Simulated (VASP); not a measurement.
C: single point with LDA

The system is C.

```
C
1.0
     1.22277   -2.11674    0.00000
     1.22277    2.11674    0.00000
     0.00000    0.00000    6.73532
C
4
Direct
  0.08330 0.91670 0.75001
  0.58330 0.41670 0.24999
  0.91670 0.08330 0.24999
  0.41670 0.58330 0.75001
```

* Program: VASP 6.6.1
* Task: single point
* Functional: LDA
* Potentials or basis: VASP PAW LDA potentials, release 64 (C)
* Cutoff: 520 eV
* k mesh: 18 × 18 × 6
* Occupations: gaussian, width 0.1 eV
* Spin: no spin polarisation

* Pressure: 0.8 GPa
* Band gap on the k mesh: zero (filled and empty bands touch)

Stress tensor (GPa, compression positive):
```
 1.26  0.00  0.00
 0.00  1.26  0.00
 0.00  0.00 -0.17
```

Levels at points of the mesh, in eV from the Fermi level:
```
           k point  band 6  band 7  band 8  band 9  band 10  band 11
(0.00, 0.00, 0.00)   -2.98   -2.97   -2.97    3.76     8.42     8.46
(0.50, 0.00, 0.00)   -6.43   -2.50   -2.50    1.85     1.85     7.74
(0.50, 0.50, 0.00)   -6.41   -3.07   -1.62    0.88     2.50     7.52
(0.00, 0.00, 0.50)   -2.99   -2.98   -2.98    6.39     6.39     8.47
(0.50, 0.00, 0.50)   -6.43   -2.40   -2.40    1.60     1.60     7.74
(0.50, 0.50, 0.50)   -6.44   -2.40   -2.40    1.61     1.61     7.72
```

Wall time 3.2 min on 1 thread of Intel(R) Xeon(R) Platinum 8259CL CPU @ 2.50GHz (Skylake/Cascade Lake), with other jobs on the host, peak memory 0.24 GiB.
